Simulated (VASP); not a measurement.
# SnSe (P6_3mc) in VASP: further runs, part 2 of 2

VASP 6.6.1.

### 4 Single point, r2SCAN

This run uses another cell than the first one, of 34.42 Å³/atom.

Contents of POSCAR:

```
SnSe
1.0
    5.0747781458      0.0000000000      0.0000000000
   -2.5373890729      4.3948867929      0.0000000000
    0.0000000000      0.0000000000      6.1736757455
Sn Se
2 2
Direct
    0.3333333333      0.6666666667     -0.0391356265
    0.6666666667      0.3333333333      0.4608643735
    0.3333333333      0.6666666667      0.4141356265
    0.6666666667      0.3333333333      0.9141356265
```

Contents of INCAR.step1:

```
PREC     = Accurate       # precision mode
ENCUT    = 520            # plane-wave cutoff, eV
ISMEAR   = 0              # smearing method
SIGMA    = 0.01           # smearing width, eV
LREAL    = False          # projectors in reciprocal space
LASPH    = True           # aspherical terms in the spheres
NELM     = 100            # most SCF steps
NBANDS   = 28             # bands
GGA      = PE             # functional
ALGO     = Normal         # electronic algorithm
EDIFF    = 1E-4           # SCF threshold, eV
LWAVE    = True           # write WAVECAR
LCHARG   = False          # write CHGCAR
```

Contents of INCAR.step2:

```
PREC     = Accurate       # precision mode
ENCUT    = 520            # plane-wave cutoff, eV
EDIFF    = 1E-6           # SCF threshold, eV
ISMEAR   = 0              # smearing method
SIGMA    = 0.01           # smearing width, eV
LREAL    = False          # projectors in reciprocal space
LASPH    = True           # aspherical terms in the spheres
NELM     = 100            # most SCF steps
ALGO     = Normal         # electronic algorithm
ISIF     = 2              # what is computed and relaxed
LWAVE    = False          # write WAVECAR
LCHARG   = False          # write CHGCAR
METAGGA  = R2SCAN         # meta-GGA
LMIXTAU  = True         
NBANDS   = 28             # bands
ISTART   = 1
```

Contents of KPOINTS:

```
Automatic mesh
0
Gamma
  6 6 4
```

Potentials or basis: VASP PAW PBE potentials, release 64 (Sn_d, Se).

The run is started by

```
cat potpaw_PBE.64/Sn_d/POTCAR potpaw_PBE.64/Se/POTCAR > POTCAR
cp INCAR.step1 INCAR
mpirun -np 1 vasp_std > vasp.out
cp INCAR.step2 INCAR
mpirun -np 1 vasp_std > vasp.out
```

OUTCAR:

```text
PREC = Accurate
   ENCUT = 520
   EDIFF = 1E-6
   ISMEAR = 0
   LREAL = False
   LASPH = True
   NELM = 100
   ISIF = 2
   METAGGA = R2SCAN
   ISTART = 1

 ion  position               nearest neighbor table
   1  0.333  0.667  0.961-   3 2.80   4 2.94   4 2.94   4 2.94
   2  0.667  0.333  0.461-   4 2.80   3 2.94   3 2.94   3 2.94
   3  0.333  0.667  0.414-   1 2.80   2 2.94   2 2.94   2 2.94
   4  0.667  0.333  0.914-   2 2.80   1 2.94   1 2.94   1 2.94

  LATTYP: Found a hexagonal cell.
 ALAT       =     5.0747781458
 C/A-ratio  =     1.2165410129

  Lattice vectors:

 A1 = (   5.0747781458,   0.0000000000,   0.0000000000)
 A2 = (  -2.5373890729,   4.3948867929,   0.0000000000)
 A3 = (   0.0000000000,   0.0000000000,   6.1736757455)

Analysis of symmetry for initial positions (statically):
=====================================================================
 Subroutine PRICEL returns:
 Original cell was already a primitive cell.

 Routine SETGRP: Setting up the symmetry group for a
 hexagonal supercell.

 Subroutine GETGRP returns: Found 12 space group operations
 (whereof  6 operations were pure point group operations)
 out of a pool of 24 trial point group operations.

The static configuration has the point symmetry C_3v.
 The point group associated with its full space group is C_6v.

Analysis of symmetry for dynamics (positions and initial velocities):
=====================================================================
 Subroutine PRICEL returns:
 Original cell was already a primitive cell.

 Routine SETGRP: Setting up the symmetry group for a
 hexagonal supercell.

 Subroutine GETGRP returns: Found 12 space group operations
 (whereof  6 operations were pure point group operations)
 out of a pool of 24 trial point group operations.

The dynamic configuration has the point symmetry C_3v.
 The point group associated with its full space group is C_6v.

 Subroutine INISYM returns: Found 12 space group operations
 (whereof  6 operations are pure point group operations),
[... 115 lines left out ...]
     AMIX     =   0.40;   BMIX     =  1.00
     AMIX_MAG =   1.60;   BMIX_MAG =  1.00
  volume/ion in A,a.u.               =      34.42       232.30
  Fermi-wavevector in a.u.,A,eV,Ry     =   1.084240  2.048916 15.994679  1.175576
  Thomas-Fermi vector in A             =   2.220325
   LORBIT       =      0    0 simple, 1 ext, 2 COOP (PROOUT), +10 PAW based schemes
   METAGGA = R2SCAN    functional components
   LHFCALC =     F    Hartree Fock is set to
   AEXX    =    0.0000 exact exchange contribution
   IVDW    =     0    specifies the selected vdW correction
   LEPSILON=     F    determine dielectric tensor
   LRPA    =     F    only Hartree local field effects (RPA)
 non-spin polarized calculation
 Gauss-broadening in eV      SIGMA  =   0.01
  energy-cutoff  :      520.00
  volume of cell :      137.69
 maximum number of plane-waves:      3740
 NGX is ok and might be reduce to    40
   NGX = 19   NGY = 19   NGZ = 23

 number of electron      40.0000006 magnetization

 Free energy of the ion-electron system (eV)
  ---------------------------------------------------
  ext. energy  EPLUGINS =         0.00000000
  ---------------------------------------------------
  free energy    TOTEN  =       -79.21412399 eV

  energy without entropy =      -79.21412399  energy(sigma->0) =      -79.21412399

 E-fermi :   3.7426     XC(G=0):  -8.8327

 val. band max:        3.6301133383   @ k =   0.3333   0.3333   0.5000
 cond. band min:       4.6330648670   @ k =   0.1667   0.0000   0.0000
 fundamental gap:      1.0029515287
 Fermi energy:         3.7425726804

 k-point     1 :       0.0000    0.0000    0.0000
  band No.  band energies     occupation
      1     -18.8485      2.00000
      2     -18.8423      2.00000
      3     -18.8422      2.00000
      4     -18.8422      2.00000
      5     -18.8422      2.00000
      6     -18.8232      2.00000
[... 640 lines left out ...]
     27       9.4981      0.00000
     28       9.4981      0.00000

------------------------ aborting loop because EDIFF is reached ----------------------------------------

  FORCE on cell =-STRESS in cart. coord.  units (eV):
  Direction    XX          YY          ZZ          XY          YZ          ZX
  --------------------------------------------------------------------------------------
  -------------------------------------------------------------------------------------
  Total       -0.0053135     -0.0053135      0.0141822      0.0000000      0.0000000      0.0000000
  in kB       -0.0618278     -0.0618278      0.1650232      0.0000000      0.0000000      0.0000000
  external PRESSURE =       0.0137892 kB  Pullay stress =       0.0000000 kB

 VOLUME and BASIS-vectors are now :
 -----------------------------------------------------------------------------
  energy-cutoff  :      520.00
  volume of cell :      137.69
      direct lattice vectors                 reciprocal lattice vectors
     5.074778146  0.000000000  0.000000000     0.197052949  0.113768573  0.000000000
    -2.537389073  4.394886793  0.000000000     0.000000000  0.227537146  0.000000000
     0.000000000  0.000000000  6.173675745     0.000000000  0.000000000  0.161978057

 POSITION                                       TOTAL-FORCE (eV/Angst)
 -----------------------------------------------------------------------------------
     -0.00000      2.92992      5.93207         0.000000     -0.000000     -0.007712
      2.53739      1.46496      2.84523        -0.000000      0.000000     -0.007712
     -0.00000      2.92992      2.55674        -0.000000      0.000000      0.007712
      2.53739      1.46496      5.64358         0.000000     -0.000000      0.007712
 -----------------------------------------------------------------------------------
    total drift:                               -0.000000      0.000000      0.001346

  FREE ENERGIE OF THE ION-ELECTRON SYSTEM (eV)
  ---------------------------------------------------
  free  energy   TOTEN  =       -79.2141239931 eV

  energy  without entropy=      -79.2141239931  energy(sigma->0) =      -79.21412399
```

OUTCAR.step1:

```text
PREC = Accurate
   ENCUT = 520
   ISMEAR = 0
   LREAL = False
   LASPH = True
[... 876 lines left out ...]
     -0.00000      2.92992      5.93207        -0.000000      0.000000     -0.110927
      2.53739      1.46496      2.84523         0.000000     -0.000000     -0.110927
     -0.00000      2.92992      2.55674         0.000000      0.000000      0.110927
      2.53739      1.46496      5.64358         0.000000     -0.000000      0.110927
 -----------------------------------------------------------------------------------
    total drift:                               -0.000000      0.000000      0.001813

  FREE ENERGIE OF THE ION-ELECTRON SYSTEM (eV)
  ---------------------------------------------------
  free  energy   TOTEN  =       -16.0221028216 eV

  energy  without entropy=      -16.0221028216  energy(sigma->0) =      -16.02210282
```

Run time: 12 min. Hardware: 1 thread of AMD EPYC 7R43 (Zen 3), shared host; peak memory 0.28 GiB.

Results:

- Free energy: -79.2141 eV
- Pressure: 0.0 GPa
- Largest force: 0.008 eV/Å
- Band gap on the k mesh: 1.00 eV (least direct gap 1.03 eV)

Forces on the atoms (eV/Å):
```
Sn   0.000  0.000 -0.008
Sn   0.000  0.000 -0.008
Se   0.000  0.000  0.008
Se   0.000  0.000  0.008
```

Caveat: the PAW data sets were made with another functional, which shifts forces and pressure a little; spin-orbit coupling is left out, which moves the levels of the heavy elements.
